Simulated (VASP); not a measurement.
## Na2S: single point with PBEsol

The system is Na2S.

```xyz
3
Lattice="0.0000 3.2531 3.2531 3.2531 0.0000 3.2531 3.2531 3.2531 0.0000" Properties=species:S:1:pos:R:3 pbc="T T T"
S     0.0000    0.0000    0.0000
Na    1.6265    1.6265    1.6265
Na    4.8796    4.8796    4.8796
```

```
Program             : VASP 6.6.1
Task                : single point
Functional          : PBEsol
Potentials or basis : VASP PAW PBE potentials, release 64 (S, Na_pv)
Cutoff              : 500 eV
k mesh              : 4 × 4 × 4
Occupations         : gaussian, width 0.05 eV
Spin                : no spin polarisation
```

The pressure is 0.0 GPa and the band gap on the k mesh is 2.41 eV, direct.

Levels at points of the mesh, in eV from the valence-band top:
| k point | band 8 | band 9 | band 10 | band 11 | band 12 | band 13 |
| --- | --- | --- | --- | --- | --- | --- |
| (0.00, 0.00, 0.00) | 0.00 | 0.00 | 0.00 | 2.41 | 7.71 | 7.71 |
| (0.50, 0.00, 0.00) | -1.71 | -0.14 | -0.14 | 4.77 | 6.38 | 7.09 |
| (0.50, 0.50, 0.00) | -1.52 | -0.47 | -0.47 | 3.70 | 5.99 | 8.53 |

It took 14 s on 1 thread of Intel(R) Xeon(R) Platinum 8375C CPU @ 2.90GHz (Ice Lake), with other jobs on the host, peak memory 0.19 GiB.

Caveat: the PAW data sets were made with another functional, which shifts forces and pressure a little.
